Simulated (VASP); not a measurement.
Wanted: the native input for a VASP 6.6.1 run.

| Property | Result |
| --- | --- |
| Task | single point |
| Functional | LDA |
| Potentials or basis | VASP PAW LDA potentials, release 64 (Br) |
| Cutoff | 520 eV |
| k mesh | 11 × 11 × 11 |
| Occupations | fermi-dirac, width 0.08 eV |
| Spin | no spin polarisation |
| Dipole correction | no |
| Further INCAR settings | ALGO = Normal; EDIFF = 1e-07; NBANDS = 14 |

The structure of Br lies in POSCAR:

```
Br
1.0
    0.0000000000      2.7561564780      2.7561564780
    2.7561564780      0.0000000000      2.7561564780
    2.7561564780      2.7561564780      0.0000000000
Br
2
Direct
   -0.1250000000     -0.1250000000     -0.1250000000
    0.1250000000      0.1250000000      0.1250000000
```

The input as run:

INCAR

```
ALGO = Normal
EDIFF = 1E-7
ENCUT = 520
GGA = CA
ISIF = 2
ISMEAR = -1
LASPH = True
LCHARG = False
LREAL = False
LWAVE = False
NBANDS = 14
NELM = 60
PREC = Accurate
SIGMA = 0.08
```

KPOINTS

```
k-points
0
Gamma
  11 11 11
```

Potentials or basis: VASP PAW LDA potentials, release 64 (Br).

Run with:

```bash
$ cat potpaw_LDA.64/Br/POTCAR > POTCAR
$ mpirun -np 1 vasp_std > vasp.out
```

Results of the run:

The pressure is 48.7 GPa and the band gap on the k mesh is zero (band 7 reaches 7.77 eV, above the bottom of band 8 at 3.40 eV).

Run time: 37 s on 1 thread of Intel(R) Xeon(R) Platinum 8259CL CPU @ 2.50GHz (Skylake/Cascade Lake), on a shared host, peak memory 0.16 GiB.
